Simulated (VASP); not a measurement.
# SrO (Fm-3m) in VASP: further runs

The runs below take SrO through single point, with PBE+D3(BJ), PBE.

All numbers are computed with VASP 6.6.1; they aren't measurements. Logs are shortened: lines on timing, memory, paths and dates and some standing lists are left out, and cuts for length are marked.

### Step 1. The cell of the first run

It takes space group Fm-3m (No. 225, cubic). Conventional cell: a = 5.133 Å, b = 5.133 Å, c = 5.133 Å, α = 90.00°, β = 90.00°, γ = 90.00°. Sr (site symmetry m-3m) has 6 O at 2.57 Å within 3.4 Å. Within 3.4 Å of O (site symmetry m-3m) lie 6 Sr at 2.57 Å.

### Step 2. Single point, PBE+D3(BJ)

The input, INCAR:

```
PREC = Accurate
ENCUT = 520
EDIFF = 1E-7
ISMEAR = -1
SIGMA = 0.2
LREAL = False
LASPH = True
NELM = 60
ALGO = Normal
ISIF = 2
LWAVE = False
LCHARG = True
GGA = PE
IVDW = 12
LELF = True
LVHAR = True
NBANDS = 15
```

The input, KPOINTS:

```
regular mesh
0
Gamma
  7 7 7
```

The input, POSCAR:

```
SrO
1.0
    0.0000000000      2.5663000000      2.5663000000
    2.5663000000      0.0000000000      2.5663000000
    2.5663000000      2.5663000000      0.0000000000
Sr O
1 1
Direct
    0.5000000000      0.5000000000      0.5000000000
    0.0000000000      0.0000000000      0.0000000000
```

Potentials or basis: VASP PAW PBE potentials, release 64 (Sr_sv, O).

Launch:

```sh
$ cat potpaw_PBE.64/Sr_sv/POTCAR potpaw_PBE.64/O/POTCAR > POTCAR
$ mpirun -np 1 vasp_std > vasp.out
```

OUTCAR:

```text
PREC = Accurate
   ENCUT = 520
   EDIFF = 1E-7
   ISMEAR = -1
   LREAL = False
   LASPH = True
   NELM = 60
   ISIF = 2
   GGA = PE
   IVDW = 12
 IVDW          = 12

 ion  position               nearest neighbor table
   1  0.500  0.500  0.500-   2 2.57   2 2.57   2 2.57   2 2.57   2 2.57   2 2.57
   2  0.000  0.000  0.000-   1 2.57   1 2.57   1 2.57   1 2.57   1 2.57   1 2.57

  LATTYP: Found a face centered cubic cell.
 ALAT       =     5.1326000000

  Lattice vectors:

 A1 = (   0.0000000000,   2.5663000000,   2.5663000000)
 A2 = (   2.5663000000,   0.0000000000,   2.5663000000)
 A3 = (   2.5663000000,   2.5663000000,   0.0000000000)

Analysis of symmetry for initial positions (statically):
=====================================================================
 Subroutine PRICEL returns:
 Original cell was already a primitive cell.

 Routine SETGRP: Setting up the symmetry group for a
 face centered cubic supercell.

 Subroutine GETGRP returns: Found 48 space group operations
 (whereof 48 operations were pure point group operations)
 out of a pool of 48 trial point group operations.

The static configuration has the point symmetry O_h .

Analysis of symmetry for dynamics (positions and initial velocities):
=====================================================================
 Subroutine PRICEL returns:
 Original cell was already a primitive cell.

 Routine SETGRP: Setting up the symmetry group for a
 face centered cubic supercell.

 Subroutine GETGRP returns: Found 48 space group operations
 (whereof 48 operations were pure point group operations)
 out of a pool of 48 trial point group operations.

The dynamic configuration has the point symmetry O_h .

 Subroutine INISYM returns: Found 48 space group operations
 (whereof 48 operations are pure point group operations),
 and found     1 'primitive' translations

----------------------------------------------------------------------------------------

                                     Primitive cell

  volume of cell :      33.8028

  direct lattice vectors                    reciprocal lattice vectors
     0.000000000  2.566300000  2.566300000    -0.194833028  0.194833028  0.194833028
     2.566300000  0.000000000  2.566300000     0.194833028 -0.194833028  0.194833028
     2.566300000  2.566300000  0.000000000     0.194833028  0.194833028 -0.194833028

  length of vectors
     3.629296265  3.629296265  3.629296265     0.337460704  0.337460704  0.337460704

  position of ions in fractional coordinates (direct lattice)
     0.500000000  0.500000000  0.500000000
     0.000000000  0.000000000  0.000000000

  ion indices of the primitive-cell ions
   primitive index   ion index
                 1           1
                 2           2

----------------------------------------------------------------------------------------

 KPOINTS: regular mesh

Automatic generation of k-mesh.
 Grid dimensions read from file:
 generate k-points for:    7    7    7

 Generating k-lattice:

  Cartesian coordinates                     Fractional coordinates (reciprocal lattice)
    -0.027833290  0.027833290  0.027833290     0.142857143  0.000000000  0.000000000
     0.027833290 -0.027833290  0.027833290     0.000000000  0.142857143  0.000000000
     0.027833290  0.027833290 -0.027833290     0.000000000  0.000000000  0.142857143

  Length of vectors
     0.048208672  0.048208672  0.048208672

  Shift w.r.t. Gamma in fractional coordinates (k-lattice)
     0.000000000  0.000000000  0.000000000

 Subroutine IBZKPT returns following result:
 ===========================================

 Found     20 irreducible k-points:

 Following reciprocal coordinates:
            Coordinates               Weight
  0.000000  0.000000  0.000000      1.000000
  0.142857  0.000000  0.000000      8.000000
  0.285714  0.000000  0.000000      8.000000
  0.428571  0.000000  0.000000      8.000000
  0.142857  0.142857  0.000000      6.000000
  0.285714  0.142857  0.000000     24.000000
[... 12 lines left out ...]
 -0.428571  0.428571  0.142857     24.000000
 -0.285714  0.428571  0.142857     24.000000
   k-points           NKPTS =     20   k-points in BZ     NKDIM =     20   number of bands    NBANDS=     15
   number of dos      NEDOS =    301   number of ions     NIONS =      2
   total plane-waves  NPLWV =  21952
   dimension x,y,z NGX =    28 NGY =   28 NGZ =   28
   dimension x,y,z NGXF=    56 NGYF=   56 NGZF=   56
   ions per type =               1   1
   NGX,Y,Z   is equivalent  to a cutoff of  12.83, 12.83, 12.83 a.u.
   NGXF,Y,Z  is equivalent  to a cutoff of  25.65, 25.65, 25.65 a.u.
 SYSTEM =  unknown system
   PREC   = accura    normal or accurate (medium, high low for compatibility)
   ISTART =      0    job   : 0-new  1-cont  2-samecut
   ICHARG =      2    charge: 1-file 2-atom 10-const
   ISPIN  =      1    spin polarized calculation?
   LNONCOLLINEAR =      F non collinear calculations
   LSORBIT =      F    spin-orbit coupling
   LASPH  =      T    aspherical Exc in radial PAW
   ENCUT  =  520.0 eV  38.22 Ry    6.18 a.u.   6.75  6.75  6.75*2*pi/ulx,y,z
   NELM   =     60;   NELMIN=  2; NELMDL= -5     # of ELM steps
   EDIFF  = 0.1E-06   stopping-criterion for ELM
   LREAL  =      F    real-space projection
   EDIFFG = 0.1E-05   stopping-criterion for IOM
   NSW    =      0    number of steps for IOM
   IBRION =     -1    ionic relax: 0-MD 1-quasi-New 2-CG
   NFREE  =      0    steps in history (QN), initial steepest desc. (CG)
   ISIF   =      2    stress and relaxation
   ISYM   =      2    0-nonsym 1-usesym 2-fastsym
   POTIM  = 0.5000    time-step for ionic-motion
   TEBEG  =    0.0;   TEEND  =   0.0 temperature during run
   PSTRESS=    0.0 pullay stress
   NELECT =      16.0000    total number of electrons
   NUPDOWN=      -1.0000    fix difference up-down
   EMIN   =  10.00;   EMAX   =-10.00  energy-range for DOS
   EFERMI =   0.00;   METHOD = LEGACY
   ISMEAR =    -1;   SIGMA  =   0.20  broadening in eV -4-tet -1-fermi 0-gaus
   EFERMI_NEDOS =   21; number of points for ismear=-14 and -15
   IALGO  =     38    algorithm
   IMIX   =      4    mixing-type and parameters
     AMIX     =   0.40;   BMIX     =  1.00
     AMIX_MAG =   1.60;   BMIX_MAG =  1.00
  volume/ion in A,a.u.               =      16.90       114.06
  Fermi-wavevector in a.u.,A,eV,Ry     =   1.275843  2.410995 22.147245  1.627777
  Thomas-Fermi vector in A             =   2.408533
   LORBIT       =      0    0 simple, 1 ext, 2 COOP (PROOUT), +10 PAW based schemes
   GGA     = PE    functional components
   LHFCALC =     F    Hartree Fock is set to
   AEXX    =    0.0000 exact exchange contribution
   IVDW    =    12    specifies the selected vdW correction
   LEPSILON=     F    determine dielectric tensor
   LRPA    =     F    only Hartree local field effects (RPA)
 non-spin polarized calculation
  energy-cutoff  :      520.00
  volume of cell :       33.80
 maximum number of plane-waves:       941
   NGX = 13   NGY = 13   NGZ = 13

 number of electron      15.9999996 magnetization

 Free energy of the ion-electron system (eV)
  ---------------------------------------------------
  ext. energy  EPLUGINS =         0.00000000
  ---------------------------------------------------
  free energy    TOTEN  =       -12.03702480 eV

  energy without entropy =      -12.03688447  energy(sigma->0) =      -12.03695463

 E-fermi :   3.5986     XC(G=0): -10.0523

 val. band max:        1.6895133670   @ k =   0.0000   0.0000   0.0000
 cond. band min:       5.0471697664   @ k =   0.4286   0.4286   0.0000
 fundamental gap:      3.3576563994
 Fermi energy:         3.5986278791

 k-point     1 :       0.0000    0.0000    0.0000
  band No.  band energies     occupation
      1     -30.6805      2.00000
      2     -13.4081      2.00000
      3     -12.3125      2.00000
      4     -12.3125      2.00000
      5     -12.3125      2.00000
      6       1.6895      1.99986
      7       1.6895      1.99986
      8       1.6895      1.99986
      9       5.7121      0.00005
     10       7.9122      0.00000
     11       7.9122      0.00000
     12       7.9122      0.00000
     13      10.0917      0.00000
     14      10.0917      0.00000
     15      14.4285      0.00000

 k-point     2 :       0.1429    0.0000    0.0000
  band No.  band energies     occupation
      1     -30.6542      2.00000
      2     -13.8583      2.00000
      3     -12.3284      2.00000
      4     -12.3284      2.00000
      5     -11.9263      2.00000
      6       1.1230      1.99999
      7       1.4360      1.99996
      8       1.4360      1.99996
      9       6.5975      0.00000
     10       7.7387      0.00000
     11       8.3111      0.00000
     12       8.3111      0.00000
     13      10.6205      0.00000
     14      10.6205      0.00000
     15      15.7010      0.00000

 k-point     3 :       0.2857    0.0000    0.0000
  band No.  band energies     occupation
      1     -30.5945      2.00000
      2     -14.4974      2.00000
      3     -12.3635      2.00000
      4     -12.3635      2.00000
      5     -11.4322      2.00000
      6       0.1882      2.00000
      7       0.9375      2.00000
      8       0.9375      2.00000
      9       7.7733      0.00000
     10       8.4163      0.00000
     11       9.3513      0.00000
     12       9.3513      0.00000
     13      11.8831      0.00000
     14      11.8831      0.00000
     15      17.7230      0.00000

 k-point     4 :       0.4286    0.0000    0.0000
  band No.  band energies     occupation
      1     -30.5458      2.00000
      2     -14.8882      2.00000
      3     -12.3911      2.00000
      4     -12.3911      2.00000
      5     -11.1578      2.00000
      6      -0.4105      2.00000
      7       0.5893      2.00000
      8       0.5893      2.00000
      9       8.1772      0.00000
     10       9.9451      0.00000
     11      10.3952      0.00000
     12      10.3952      0.00000
     13      13.3138      0.00000
     14      13.3138      0.00000
     15      16.8153      0.00000
[... 235 lines left out ...]
 k-point    18 :      -0.4286    0.2857    0.1429
  band No.  band energies     occupation
      1     -30.5179      2.00000
      2     -14.5141      2.00000
      3     -12.7617      2.00000
      4     -12.5806      2.00000
      5     -11.5567      2.00000
      6       0.2346      2.00000
      7       0.8123      2.00000
      8       1.1106      1.99999
      9       7.5099      0.00000
     10       8.6991      0.00000
     11      10.7503      0.00000
     12      11.3214      0.00000
     13      13.0751      0.00000
     14      14.6080      0.00000
     15      15.3353      0.00000

 k-point    19 :      -0.4286    0.4286    0.1429
  band No.  band energies     occupation
      1     -30.5038      2.00000
      2     -14.0745      2.00000
      3     -12.9646      2.00000
      4     -12.7838      2.00000
      5     -11.9686      2.00000
      6       0.8559      2.00000
      7       1.1141      1.99999
      8       1.3889      1.99997
      9       6.0899      0.00001
     10       9.5206      0.00000
     11      10.3491      0.00000
     12      12.4791      0.00000
     13      12.4870      0.00000
     14      14.4351      0.00000
     15      15.3495      0.00000

 k-point    20 :      -0.2857    0.4286    0.1429
  band No.  band energies     occupation
      1     -30.4993      2.00000
      2     -14.1968      2.00000
      3     -13.0371      2.00000
      4     -12.7807      2.00000
      5     -11.7305      2.00000
      6       0.5248      2.00000
      7       1.1378      1.99999
      8       1.2311      1.99999
      9       7.2756      0.00000
     10       8.4144      0.00000
     11      10.4751      0.00000
     12      12.3518      0.00000
     13      13.0217      0.00000
     14      14.5309      0.00000
     15      16.3345      0.00000

------------------------ aborting loop because EDIFF is reached ----------------------------------------

 Edisp (eV)   -0.49430

 E8    (eV) :    -0.2410

  FORCE on cell =-STRESS in cart. coord.  units (eV):
  Direction    XX          YY          ZZ          XY          YZ          ZX
  --------------------------------------------------------------------------------------
  -------------------------------------------------------------------------------------
  Total       0.31513     0.31513     0.31513    -0.00000    -0.00000    -0.00000
  in kB      14.93648    14.93648    14.93648    -0.00000    -0.00000    -0.00000
  external pressure =       14.94 kB  Pullay stress =        0.00 kB

 VOLUME and BASIS-vectors are now :
 -----------------------------------------------------------------------------
  energy-cutoff  :      520.00
  volume of cell :       33.80
      direct lattice vectors                 reciprocal lattice vectors
     0.000000000  2.566300000  2.566300000    -0.194833028  0.194833028  0.194833028
     2.566300000  0.000000000  2.566300000     0.194833028 -0.194833028  0.194833028
     2.566300000  2.566300000  0.000000000     0.194833028  0.194833028 -0.194833028

 POSITION                                       TOTAL-FORCE (eV/Angst)
 -----------------------------------------------------------------------------------
      2.56630      2.56630      2.56630        -0.000000     -0.000000     -0.000000
      0.00000      0.00000      0.00000         0.000000      0.000000      0.000000
 -----------------------------------------------------------------------------------
    total drift:                                0.000000      0.000000      0.000000

  FREE ENERGIE OF THE ION-ELECTRON SYSTEM (eV)
  ---------------------------------------------------
  free  energy   TOTEN  =       -12.5313256187 eV

  energy  without entropy=      -12.5311852847  energy(sigma->0) =      -12.53125545
```

It took 15 s on 1 thread of AMD EPYC 7R43 (Zen 3), shared host; peak memory 0.13 GiB.

Results:

```
Free energy                : -12.5313 eV
Pressure                   : 1.5 GPa
Band gap on the k mesh     : 3.36 eV, indirect (least direct gap 3.45 eV)
Dispersion energy per atom : -0.247 eV
```

Levels at points of the mesh, in eV from the valence-band top:
```csv
k point,band 6,band 7,band 8,band 9,band 10,band 11
"(0.00, 0.00, 0.00)",0.00,0.00,0.00,4.02,6.22,6.22
```

Caveat: three body term missing.

### Step 3. Single point, PBE

The input, INCAR:

```
PREC = Accurate
ENCUT = 520
EDIFF = 1E-6
ISMEAR = -1
SIGMA = 0.2
LREAL = False
LASPH = True
NELM = 80
ALGO = Normal
ISIF = 2
LWAVE = False
LCHARG = False
GGA = PE
NBANDS = 15
```

KPOINTS is that of step 2.

POSCAR is that of step 2.

Potentials or basis: VASP PAW PBE potentials, release 64 (Sr_sv, O).

Launch:

```sh
$ cat potpaw_PBE.64/Sr_sv/POTCAR potpaw_PBE.64/O/POTCAR > POTCAR
$ mpirun -np 1 vasp_std > vasp.out
```

It took 13 s on 1 thread of AMD EPYC 7R43 (Zen 3), shared host; peak memory 0.12 GiB.

The run converged. Its results:

* Free energy: -12.0370 eV
* Pressure: 3.9 GPa
* Band gap on the k mesh: 3.36 eV, indirect (least direct gap 3.45 eV)

Levels at points of the mesh, in eV from the valence-band top:
| k point | band 6 | band 7 | band 8 | band 9 | band 10 | band 11 |
| --- | --- | --- | --- | --- | --- | --- |
| (0.00, 0.00, 0.00) | 0.00 | 0.00 | 0.00 | 4.02 | 6.22 | 6.22 |

### Step 4. Single point, PBE

The input, INCAR:

```
SYSTEM = SrO
  PREC = Accurate
  ENCUT = 520
  EDIFF = 1E-6
  ISMEAR = -1
  SIGMA = 0.2
  LREAL = .FALSE.
  LASPH = .TRUE.
  NELM = 60
  ALGO = Normal
  ISIF = 2
  LWAVE = .FALSE.
  LCHARG = .TRUE.
  GGA = PE
  LELF = .TRUE.
  LVHAR = .TRUE.
  NBANDS = 15
```

The input, KPOINTS:

```
Automatic mesh
0
G
  7 7 7
  0 0 0
```

POSCAR is that of step 3.

Launch:

```sh
$ cat potpaw_PBE.64/Sr_sv/POTCAR potpaw_PBE.64/O/POTCAR > POTCAR
$ mpirun -np 1 vasp_std > vasp.out
```

Run time: 14 s. Hardware: 1 thread of AMD EPYC 7R43 (Zen 3), shared host; peak memory 0.12 GiB.

The run converged. Its results:

| Quantity | Value |
| --- | --- |
| Free energy | -12.0370 eV |
| Pressure | 3.9 GPa |
| Band gap on the k mesh | 3.36 eV, indirect (least direct gap 3.45 eV) |

Levels at points of the mesh, in eV from the valence-band top:
| k point | band 4 | band 5 | band 6 | band 7 | band 8 | band 9 | band 10 | band 11 | band 12 | band 13 |
| --- | --- | --- | --- | --- | --- | --- | --- | --- | --- | --- |
| (0.00, 0.00, 0.00) | -14.00 | -14.00 | 0.00 | 0.00 | 0.00 | 4.02 | 6.22 | 6.22 | 6.22 | 8.40 |

A k mesh can miss the band edges. As with any semilocal functional, this PBE gap is likely too small.
